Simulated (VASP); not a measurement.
## BeTe: single point with PBE

Crystal: BeTe.

```
Te Be
1.0
     0.00000    2.77000    2.77000
     2.77000    0.00000    2.77000
     2.77000    2.77000    0.00000
Te Be
1 1
Direct
  0.75000 0.75000 0.75000
  0.00000 0.00000 0.00000
```

```
Program                : VASP 6.6.1
Task                   : single point
Functional             : PBE
Potentials or basis    : VASP PAW PBE potentials, release 64 (Te, Be)
Cutoff                 : 520 eV
k mesh                 : 4 × 4 × 4
Occupations            : fermi-dirac, width 0.05 eV
Spin                   : no spin polarisation
Dipole correction      : no
Further INCAR settings : ALGO = Normal; EDIFF = 1e-06; NBANDS = 11
```

```
Pressure               : 5.0 GPa
Band gap on the k mesh : 1.84 eV, indirect (least direct gap 3.55 eV)
```

Levels at points of the mesh, in eV from the valence-band top:
| k point | band 2 | band 3 | band 4 | band 5 | band 6 | band 7 |
| --- | --- | --- | --- | --- | --- | --- |
| (0.00, 0.00, 0.00) | 0.00 | 0.00 | 0.00 | 3.55 | 3.55 | 3.55 |
| (0.50, 0.00, 0.00) | -5.87 | -1.22 | -1.22 | 3.20 | 4.55 | 4.55 |
| (0.50, 0.50, 0.00) | -5.39 | -2.84 | -2.84 | 1.84 | 2.58 | 10.01 |

Wall time 9.9 s on 1 thread of Intel Xeon 8259CL, with other jobs on the host, peak memory 0.16 GiB.

Caveat: the k points lie up to 0.49 Å⁻¹ apart; spin-orbit coupling is left out, which moves the levels of the heavy elements. A k mesh can miss the band edges.
